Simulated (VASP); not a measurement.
# CoSi2 (Imm2) in VASP: notebook

Runs on CoSi2. Level: PBEsol. Tasks: single point.

Program: VASP 6.6.1. These are calculated values, not measurements. Logs are shortened: lines on timing, memory, paths and dates and some standing lists are left out, and cuts for length are marked.

### Step 1. The cell of the first run

It takes space group Imm2 (No. 44, orthorhombic). The conventional cell has a = 3.757 Å, b = 5.313 Å, c = 3.757 Å, α = 90.00°, β = 90.00°, γ = 90.00°. Within 2.7 Å of Co (site symmetry mm2) lie 8 Si at 2.01 to 2.61 Å. Within 2.7 Å of Si (site symmetry m) lie 4 Co at 2.01 to 2.61 Å and 6 Si at 2.66 Å.

### Step 2. Single point, PBEsol (atoms displaced along a vibrational mode)

Input file INCAR:

```
PREC = Accurate ; ENCUT = 520
EDIFF = 1E-7 ; ISMEAR = 0
SIGMA = 0.15 ; LREAL = False
LASPH = True ; NELM = 100
ALGO = Normal ; ISIF = 2
LWAVE = False ; LCHARG = False
GGA = PS ; NBANDS = 16
```

Input file KPOINTS:

```
regular mesh
0
Gamma
  16 16 16
```

Input file POSCAR:

```
CoSi2
1.0
    0.0000000000      2.6562539604      2.6562539604
    2.6562539604      0.0000000000      2.6562539604
    2.6562539604      2.6562539604      0.0000000000
Co Si
1 2
Direct
    0.0000000000      0.0000000000     -0.0475730640
    0.2500000000      0.2500000000      0.2999133454
    0.7500000000      0.7500000000      0.7999133454
```

Potentials or basis: VASP PAW PBE potentials, release 64 (Co, Si).

Run with:

```bash
$ cat potpaw_PBE.64/Co/POTCAR potpaw_PBE.64/Si/POTCAR > POTCAR
$ mpirun -np 1 vasp_std > vasp.out
```

OUTCAR:

```text
PREC = Accurate
   ENCUT = 520
   EDIFF = 1E-7
   ISMEAR = 0
   LREAL = False
   LASPH = True
   NELM = 100
   ISIF = 2
   GGA = PS

 ion  position               nearest neighbor table
   1  0.000  0.000  0.952-   3 2.01   2 2.01   3 2.33   3 2.33   2 2.33   2 2.33   3 2.61   2 2.61

   2  0.250  0.250  0.300-   1 2.01   1 2.33   1 2.33   1 2.61   3 2.66   3 2.66   3 2.66   3 2.66
                             3 2.66   3 2.66
   3  0.750  0.750  0.800-   1 2.01   1 2.33   1 2.33   1 2.61   2 2.66   2 2.66   2 2.66   2 2.66
                             2 2.66   2 2.66

  LATTYP: Found a face centered cubic cell.
 ALAT       =     5.3125079208

  Lattice vectors:

 A1 = (   0.0000000000,   2.6562539604,   2.6562539604)
 A2 = (   2.6562539604,   0.0000000000,   2.6562539604)
 A3 = (   2.6562539604,   2.6562539604,   0.0000000000)

Analysis of symmetry for initial positions (statically):
=====================================================================
 Subroutine PRICEL returns:
 Original cell was already a primitive cell.

 Routine SETGRP: Setting up the symmetry group for a
 face centered cubic supercell.

 Subroutine GETGRP returns: Found  4 space group operations
 (whereof  4 operations were pure point group operations)
 out of a pool of 48 trial point group operations.

The static configuration has the point symmetry C_2v.

Analysis of symmetry for dynamics (positions and initial velocities):
=====================================================================
 Subroutine PRICEL returns:
 Original cell was already a primitive cell.

 Routine SETGRP: Setting up the symmetry group for a
 face centered cubic supercell.

 Subroutine GETGRP returns: Found  4 space group operations
 (whereof  4 operations were pure point group operations)
 out of a pool of 48 trial point group operations.

The dynamic configuration has the point symmetry C_2v.

 Subroutine INISYM returns: Found  4 space group operations
 (whereof  4 operations are pure point group operations),
 and found     1 'primitive' translations

----------------------------------------------------------------------------------------

                                     Primitive cell

  volume of cell :      37.4834

  direct lattice vectors                    reciprocal lattice vectors
     0.000000000  2.656253960  2.656253960    -0.188235013  0.188235013  0.188235013
     2.656253960  0.000000000  2.656253960     0.188235013 -0.188235013  0.188235013
     2.656253960  2.656253960  0.000000000     0.188235013  0.188235013 -0.188235013

  length of vectors
[... 86 lines left out ...]
   EDIFFG = 0.1E-05   stopping-criterion for IOM
   NSW    =      0    number of steps for IOM
   IBRION =     -1    ionic relax: 0-MD 1-quasi-New 2-CG
   NFREE  =      0    steps in history (QN), initial steepest desc. (CG)
   ISIF   =      2    stress and relaxation
   ISYM   =      2    0-nonsym 1-usesym 2-fastsym
   POTIM  = 0.5000    time-step for ionic-motion
   TEBEG  =    0.0;   TEEND  =   0.0 temperature during run
   PSTRESS=    0.0 pullay stress
   NELECT =      17.0000    total number of electrons
   NUPDOWN=      -1.0000    fix difference up-down
   EMIN   =  10.00;   EMAX   =-10.00  energy-range for DOS
   EFERMI =   0.00;   METHOD = LEGACY
   ISMEAR =     0;   SIGMA  =   0.15  broadening in eV -4-tet -1-fermi 0-gaus
   EFERMI_NEDOS =   21; number of points for ismear=-14 and -15
   IALGO  =     38    algorithm
   IMIX   =      4    mixing-type and parameters
     AMIX     =   0.40;   BMIX     =  1.00
     AMIX_MAG =   1.60;   BMIX_MAG =  1.00
  volume/ion in A,a.u.               =      12.49        84.32
  Fermi-wavevector in a.u.,A,eV,Ry     =   1.257800  2.376897 21.525240  1.582061
  Thomas-Fermi vector in A             =   2.391441
   LORBIT       =      0    0 simple, 1 ext, 2 COOP (PROOUT), +10 PAW based schemes
   GGA     = PS    functional components
   LHFCALC =     F    Hartree Fock is set to
   AEXX    =    0.0000 exact exchange contribution
   IVDW    =     0    specifies the selected vdW correction
   LEPSILON=     F    determine dielectric tensor
   LRPA    =     F    only Hartree local field effects (RPA)
 non-spin polarized calculation
 Gauss-broadening in eV      SIGMA  =   0.15
  energy-cutoff  :      520.00
  volume of cell :       37.48
 maximum number of plane-waves:      1036
   NGX = 13   NGY = 13   NGZ = 13

 number of electron      17.0000001 magnetization

 Free energy of the ion-electron system (eV)
  ---------------------------------------------------
  ext. energy  EPLUGINS =         0.00000000
  ---------------------------------------------------
  free energy    TOTEN  =       -20.05719413 eV

  energy without entropy =      -20.04463124  energy(sigma->0) =      -20.05091268

 E-fermi :  10.3891     XC(G=0): -11.9442

 val. band max:       10.3861562095   @ k =   0.0000  -0.3125   0.0625
 cond. band min:      10.3950916330   @ k =   0.0625   0.0000  -0.4375
 fundamental gap:      0.0089354235
 Fermi energy:        10.3890792428

 k-point     1 :       0.0000    0.0000    0.0000
  band No.  band energies     occupation
      1      -2.9570      2.00000
      2       5.9730      2.00000
      3       6.0924      2.00000
      4       6.2074      2.00000
      5       8.0700      2.00000
      6       8.1807      2.00000
[... 433 lines left out ...]
      3       6.1196      2.00000
      4       6.2972      2.00000
      5       7.7946      2.00000
      6       8.1939      2.00000
[... 8 lines left out ...]
     15      16.9200      0.00000
     16      17.1361      0.00000

 [... further k-points ...]

------------------------ aborting loop because EDIFF is reached ----------------------------------------

  FORCE on cell =-STRESS in cart. coord.  units (eV):
  Direction    XX          YY          ZZ          XY          YZ          ZX
  --------------------------------------------------------------------------------------
  -------------------------------------------------------------------------------------
  Total        2.4235531      2.4235531      3.7712773      2.8144500      0.0000000      0.0000000
  in kB      103.5915521    103.5915521    161.1982293    120.2999218      0.0000000      0.0000000
  external PRESSURE =     122.7937778 kB  Pullay stress =       0.0000000 kB

 VOLUME and BASIS-vectors are now :
 -----------------------------------------------------------------------------
  energy-cutoff  :      520.00
  volume of cell :       37.48
      direct lattice vectors                 reciprocal lattice vectors
     0.000000000  2.656253960  2.656253960    -0.188235013  0.188235013  0.188235013
     2.656253960  0.000000000  2.656253960     0.188235013 -0.188235013  0.188235013
     2.656253960  2.656253960  0.000000000     0.188235013  0.188235013 -0.188235013

 POSITION                                       TOTAL-FORCE (eV/Angst)
 -----------------------------------------------------------------------------------
      2.52989      2.52989      0.00000         3.908127      3.908127      0.000000
      1.46071      1.46071      1.32813        -1.954063     -1.954063      1.679299
      4.11696      4.11696      3.98438        -1.954063     -1.954063     -1.679299
 -----------------------------------------------------------------------------------
    total drift:                                0.000122      0.000122     -0.000003

  FREE ENERGIE OF THE ION-ELECTRON SYSTEM (eV)
  ---------------------------------------------------
  free  energy   TOTEN  =       -20.0571941309 eV

  energy  without entropy=      -20.0446312368  energy(sigma->0) =      -20.05091268
```

stdout:

```text
POSCAR found type information on POSCAR CoSi
 POSCAR found :  2 types and       3 ions
 scaLAPACK will be used
 -----------------------------------------------------------------------------
|                                                                             |
|                                                                             |
|     You enforced a specific xc type in the INCAR file but a different       |
|     I HOPE YOU KNOW WHAT YOU ARE DOING!                                     |
|                                                                             |
 -----------------------------------------------------------------------------

 LDA part: xc-table for (Slater+PW92), standard interpolation
 POSCAR, INCAR and KPOINTS ok, starting setup
 FFT: planning ... GRIDC
 FFT: planning ... GRID_SOFT
 FFT: planning ... GRID
 WAVECAR not read
 entering main loop
```

It took 2.4 min on 1 thread of Intel Xeon 6975P-C (Granite Rapids), shared host; peak memory 0.46 GiB.

What came out:

- Free energy: -20.0572 eV
- Pressure: 12.3 GPa
- Largest force: 5.527 eV/Å
- Band gap on the k mesh: zero (an odd number of electrons rules out a gap without spin polarisation)

Forces in eV/Å, atoms in the order of the input:
```
Co   3.908  3.908  0.000
Si  -1.954 -1.954  1.679
Si  -1.954 -1.954 -1.679
```

Levels at points of the mesh, in eV from the Fermi level:
```
           k point  band 6  band 7  band 8  band 9  band 10  band 11  band 12  band 13
(0.00, 0.00, 0.00)   -2.21    0.55    2.56    2.78     3.40     3.49     4.28     4.40
(0.50, 0.00, 0.00)   -2.22   -1.98   -0.22    0.08     1.65     3.44     4.14     4.36
(0.00, 0.00, 0.50)   -2.27   -1.88   -0.52   -0.04     2.18     3.50     3.84     4.49
(0.50, 0.50, 0.00)   -2.44   -2.16   -1.91   -1.61     1.46     2.73     8.46     9.50
(0.00, 0.50, 0.50)   -2.17   -2.02   -1.80   -1.71     1.42     2.66     8.72     9.62
```

Caveat: the cell differs from its parent crystal (atoms displaced along a vibrational mode); the cell stands under pressure; the PAW data sets were made with another functional, which shifts forces and pressure a little; the run has no spin polarisation, though such a crystal can be magnetic. Spin polarisation is off, so any magnetic state and its effect on volume and gap are missing.

### Step 3. Single point, PBEsol (atoms displaced along a vibrational mode)

Input file INCAR:

```
PREC = Accurate
ENCUT = 520
EDIFF = 1E-7
ISMEAR = 0
SIGMA = 0.15
LREAL = False
LASPH = True
NELM = 100
ALGO = Normal
ISIF = 2
LWAVE = False
LCHARG = False
GGA = PS
NBANDS = 16
```

Input file KPOINTS:

```
Automatic mesh
0
Gamma
  16 16 16
```

Input file POSCAR:

```
CoSi2
1.0
    0.0000000000      2.6562539604      2.6562539604
    2.6562539604      0.0000000000      2.6562539604
    2.6562539604      2.6562539604      0.0000000000
Co Si
1 2
Direct
    0.0000000000      0.0000000000     -0.0285438384
    0.2500000000      0.2500000000      0.2799480073
    0.7500000000      0.7500000000      0.7799480073
```

Potentials or basis: VASP PAW PBE potentials, release 64 (Co, Si).

Run with:

```bash
$ cat potpaw_PBE.64/Co/POTCAR potpaw_PBE.64/Si/POTCAR > POTCAR
$ mpirun -np 1 vasp_std > vasp.out
```

OUTCAR:

```text
PREC = Accurate
   ENCUT = 520
   EDIFF = 1E-7
   ISMEAR = 0
   LREAL = False
   LASPH = True
   NELM = 100
   ISIF = 2
   GGA = PS

 ion  position               nearest neighbor table
   1  0.000  0.000  0.971-   3 2.12   2 2.12   3 2.31   3 2.31   2 2.31   2 2.31   2 2.48   3 2.48

   2  0.250  0.250  0.280-   1 2.12   1 2.31   1 2.31   1 2.48   3 2.66   3 2.66   3 2.66   3 2.66
                             3 2.66   3 2.66
   3  0.750  0.750  0.780-   1 2.12   1 2.31   1 2.31   1 2.48   2 2.66   2 2.66   2 2.66   2 2.66
                             2 2.66   2 2.66

  LATTYP: Found a face centered cubic cell.
 ALAT       =     5.3125079208

  Lattice vectors:

 A1 = (   0.0000000000,   2.6562539604,   2.6562539604)
 A2 = (   2.6562539604,   0.0000000000,   2.6562539604)
 A3 = (   2.6562539604,   2.6562539604,   0.0000000000)

Analysis of symmetry for initial positions (statically):
=====================================================================
 Subroutine PRICEL returns:
 Original cell was already a primitive cell.

 Routine SETGRP: Setting up the symmetry group for a
 face centered cubic supercell.

[... 170 lines left out ...]
 val. band max:       10.3395677399   @ k =  -0.1875   0.1250   0.0000
 cond. band min:      10.3419232951   @ k =   0.0625   0.0000   0.3750
 fundamental gap:      0.0023555553
 Fermi energy:        10.3418684622

 k-point     1 :       0.0000    0.0000    0.0000
  band No.  band energies     occupation
      1      -2.9726      2.00000
      2       6.0745      2.00000
      3       6.1241      2.00000
      4       6.1599      2.00000
      5       8.2474      2.00000
      6       8.2800      2.00000
[... 433 lines left out ...]
      3       6.1852      2.00000
      4       6.2996      2.00000
      5       7.9732      2.00000
      6       8.2938      2.00000
[... 8 lines left out ...]
     15      16.7474      0.00000
     16      17.0620      0.00000

 [... further k-points ...]

------------------------ aborting loop because EDIFF is reached ----------------------------------------

  FORCE on cell =-STRESS in cart. coord.  units (eV):
  Direction    XX          YY          ZZ          XY          YZ          ZX
  --------------------------------------------------------------------------------------
  -------------------------------------------------------------------------------------
  Total        0.9080819      0.9080819      1.2604551      1.0513109      0.0000000      0.0000000
  in kB       38.8147505     38.8147505     53.8764769     44.9368854      0.0000000      0.0000000
  external PRESSURE =      43.8353260 kB  Pullay stress =       0.0000000 kB

 VOLUME and BASIS-vectors are now :
 -----------------------------------------------------------------------------
  energy-cutoff  :      520.00
  volume of cell :       37.48
      direct lattice vectors                 reciprocal lattice vectors
     0.000000000  2.656253960  2.656253960    -0.188235013  0.188235013  0.188235013
     2.656253960  0.000000000  2.656253960     0.188235013 -0.188235013  0.188235013
     2.656253960  2.656253960  0.000000000     0.188235013  0.188235013 -0.188235013

 POSITION                                       TOTAL-FORCE (eV/Angst)
 -----------------------------------------------------------------------------------
      2.58043      2.58043      0.00000         2.102672      2.102672      0.000000
      1.40768      1.40768      1.32813        -1.051336     -1.051336      0.567904
      4.06393      4.06393      3.98438        -1.051336     -1.051336     -0.567904
 -----------------------------------------------------------------------------------
    total drift:                                0.000036      0.000036     -0.000003

  FREE ENERGIE OF THE ION-ELECTRON SYSTEM (eV)
  ---------------------------------------------------
  free  energy   TOTEN  =       -20.6716940004 eV

  energy  without entropy=      -20.6600909539  energy(sigma->0) =      -20.66589248
```

OSZICAR:

```text
N       E                     dE             d eps       ncg     rms          rms(c)
DAV:   1     0.598356081586E+02    0.59836E+02   -0.67901E+03 19896   0.103E+03
DAV:   2    -0.189511535863E+02   -0.78787E+02   -0.70344E+02 22072   0.204E+02
DAV:   3    -0.221984466449E+02   -0.32473E+01   -0.31881E+01 26288   0.459E+01
DAV:   4    -0.222543407020E+02   -0.55894E-01   -0.55859E-01 23464   0.575E+00
DAV:   5    -0.222560665762E+02   -0.17259E-02   -0.17258E-02 26584   0.105E+00    0.153E+01
DAV:   6    -0.254380726896E+02   -0.31820E+01   -0.24002E+01 21032   0.103E+02    0.167E+01
DAV:   7    -0.207337468966E+02    0.47043E+01   -0.10909E+01 25096   0.812E+01    0.357E+00
DAV:   8    -0.207054462618E+02    0.28301E-01   -0.71453E-01 23328   0.519E+00    0.184E+00
DAV:   9    -0.206721445595E+02    0.33302E-01   -0.84397E-02 25432   0.549E+00    0.489E-01
DAV:  10    -0.206717576960E+02    0.38686E-03   -0.60826E-03 27936   0.108E+00    0.108E-01
DAV:  11    -0.206716892564E+02    0.68440E-04   -0.55489E-04 27400   0.414E-01    0.489E-02
DAV:  12    -0.206716942091E+02   -0.49527E-05   -0.39258E-05 26704   0.697E-02    0.831E-03
DAV:  13    -0.206716939826E+02    0.22658E-06   -0.32561E-06 31224   0.282E-02    0.451E-03
DAV:  14    -0.206716940004E+02   -0.17863E-07   -0.42090E-07 22512   0.469E-03
   1 F= -.20671694E+02 E0= -.20665892E+02  d E =-.116030E-01
```

stdout:

```text
POSCAR found type information on POSCAR CoSi
 POSCAR found :  2 types and       3 ions
 scaLAPACK will be used
 -----------------------------------------------------------------------------
|                                                                             |
|                                                                             |
|     You enforced a specific xc type in the INCAR file but a different       |
|     I HOPE YOU KNOW WHAT YOU ARE DOING!                                     |
|                                                                             |
 -----------------------------------------------------------------------------

 LDA part: xc-table for (Slater+PW92), standard interpolation
 POSCAR, INCAR and KPOINTS ok, starting setup
 FFT: planning ... GRIDC
 FFT: planning ... GRID_SOFT
 FFT: planning ... GRID
 WAVECAR not read
 entering main loop
```

Run time: 2.4 min. Hardware: 1 thread of Intel Xeon 6975P-C (Granite Rapids), shared host; peak memory 0.45 GiB.

What came out:

```yaml
Free_energy: -20.6717 eV
Pressure: 4.4 GPa
Largest_force: 2.974 eV/Å
Band_gap_on_the_k_mesh: zero (an odd number of electrons rules out a gap without spin polarisation)
```

Forces on the atoms (eV/Å):
```
Co   2.103  2.103  0.000
Si  -1.051 -1.051  0.568
Si  -1.051 -1.051 -0.568
```

Stress tensor (GPa, compression positive):
```
3.88 4.49 0.00
4.49 3.88 0.00
0.00 0.00 5.39
```

Levels at points of the mesh, in eV from the Fermi level:
| k point | band 6 | band 7 | band 8 | band 9 | band 10 | band 11 | band 12 | band 13 |
| --- | --- | --- | --- | --- | --- | --- | --- | --- |
| (0.00, 0.00, 0.00) | -2.06 | 0.86 | 2.94 | 3.01 | 3.43 | 3.52 | 4.03 | 4.03 |
| (0.50, 0.00, 0.00) | -1.91 | -1.85 | -0.34 | -0.23 | 2.19 | 3.49 | 3.98 | 4.41 |
| (0.00, 0.00, 0.50) | -1.93 | -1.76 | -0.48 | -0.27 | 2.49 | 3.51 | 3.69 | 4.54 |
| (0.50, 0.50, 0.00) | -2.18 | -2.07 | -1.95 | -1.46 | 1.61 | 2.84 | 8.57 | 9.72 |
| (0.00, 0.50, 0.50) | -2.07 | -2.01 | -1.91 | -1.50 | 1.59 | 2.82 | 8.66 | 9.75 |

Caveat: the cell differs from its parent crystal (atoms displaced along a vibrational mode); the cell stands under pressure; the PAW data sets were made with another functional, which shifts forces and pressure a little; the run has no spin polarisation, though such a crystal can be magnetic. Spin polarisation is off, so any magnetic state and its effect on volume and gap are missing.
